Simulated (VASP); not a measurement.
Cd3Te2Se, 12 atoms in the cell. It takes space group P6_3mc (No. 186, hexagonal). Conventional cell: a = 4.299 Å, b = 4.299 Å, c = 21.163 Å, α = 90.00°, β = 90.00°, γ = 120.00°. Cd (site symmetry 3m) has 3 Te at 2.64 Å and 1 Se at 2.64 Å within 3.5 Å. Cd (site symmetry 3m) has 4 Te at 2.64 Å within 3.5 Å. Cd (site symmetry 3m) has 3 Se at 2.64 Å and 1 Te at 2.64 Å within 3.5 Å. Within 3.5 Å of Te (site symmetry 3m) lie 4 Cd at 2.64 Å. Within 3.5 Å of Te (site symmetry 3m) lie 4 Cd at 2.64 Å. Se (site symmetry 3m) has 4 Cd at 2.64 Å within 3.5 Å. 

```yaml
Program: VASP 6.6.1
Task: single point
Functional: PBE
Potentials_or_basis: VASP PAW PBE potentials, release 64 (Cd, Te, Se)
Cutoff: 520 eV
k_mesh: 6 × 6 × 1
Occupations: gaussian, width 0.1 eV
Spin: no spin polarisation
Dipole_correction: no
Further_INCAR_settings: ALGO = Normal; EDIFF = 1e-06; NBANDS = 66
```

Potentials or basis: VASP PAW PBE potentials, release 64 (Cd, Te, Se).

The run is started by

```sh
$ cat potpaw_PBE.64/Cd/POTCAR potpaw_PBE.64/Te/POTCAR potpaw_PBE.64/Se/POTCAR > POTCAR
$ mpirun -np 1 vasp_std > vasp.out
```

Hardware: 1 thread of AMD EPYC 7R43 64-Core Processor (Zen 3), on a shared host.

**Question.** How long does it take, and how much memory?

**Answer.** Wall time 6.1 min on 1 thread of AMD EPYC 7R43 64-Core Processor (Zen 3), on a shared host, peak memory 0.45 GiB. Counts: scf iterations 16, k points 7.
